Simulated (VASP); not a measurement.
Write the native input for VASP 6.6.1 that does the following.

```yaml
Task: single point
Functional: LDA
Potentials_or_basis: VASP PAW LDA potentials, release 64 (Ti_sv, Al)
Cutoff: 520 eV
k_mesh: 14 × 14 × 14
Occupations: gaussian, width 0.15 eV
Spin: no spin polarisation
Dipole_correction: no
Further_INCAR_settings: ALGO = Fast; EDIFF = 1e-06; NBANDS = 18
```

The structure of TiAl3 lies in POSCAR:

```
TiAl3
1.0
   -1.7508520545      1.7508520545      4.2417642881
    1.7508520545     -1.7508520545      4.2417642881
    1.7508520545      1.7508520545     -4.2417642881
Ti Al
1 3
Direct
    0.0000000000      0.0000000000      0.0000000000
    0.5000000000      0.5000000000      0.0000000000
    0.7500000000      0.2500000000      0.5000000000
    0.2500000000      0.7500000000      0.5000000000
```

This cell differs from its parent crystal: normal strain along x -0.0733, normal strain along y -0.0733.

One way to write it, as run:

INCAR

```
ALGO     = Fast           # electronic algorithm
EDIFF    = 1E-6           # SCF threshold, eV
ENCUT    = 520            # plane-wave cutoff, eV
GGA      = CA             # functional
ISIF     = 2              # what is computed and relaxed
ISMEAR   = 0              # smearing method
LASPH    = T              # aspherical terms in the spheres
LCHARG   = F              # write CHGCAR
LREAL    = F              # projectors in reciprocal space
LWAVE    = F              # write WAVECAR
NBANDS   = 18             # bands
NELM     = 80             # most SCF steps
PREC     = Accurate       # precision mode
SIGMA    = 0.15           # smearing width, eV
```

KPOINTS

```
k-points
0
Gamma
  14 14 14
```

Potentials or basis: VASP PAW LDA potentials, release 64 (Ti_sv, Al).

Command:

```sh
$ cat potpaw_LDA.64/Ti_sv/POTCAR potpaw_LDA.64/Al/POTCAR > POTCAR
$ mpirun -np 1 vasp_std > vasp.out
```

It gave:

```
Pressure               : 25.5 GPa
Band gap on the k mesh : zero (an odd number of electrons rules out a gap without spin polarisation)
```

Caveat: the cell differs from its parent crystal (normal strain along x -0.0733, normal strain along y -0.0733); the stress differs along the axes, from 9 to 33 GPa.

Wall time 5 min on 1 thread of Intel(R) Xeon(R) 6975P-C (Granite Rapids), on a shared host, peak memory 0.36 GiB.
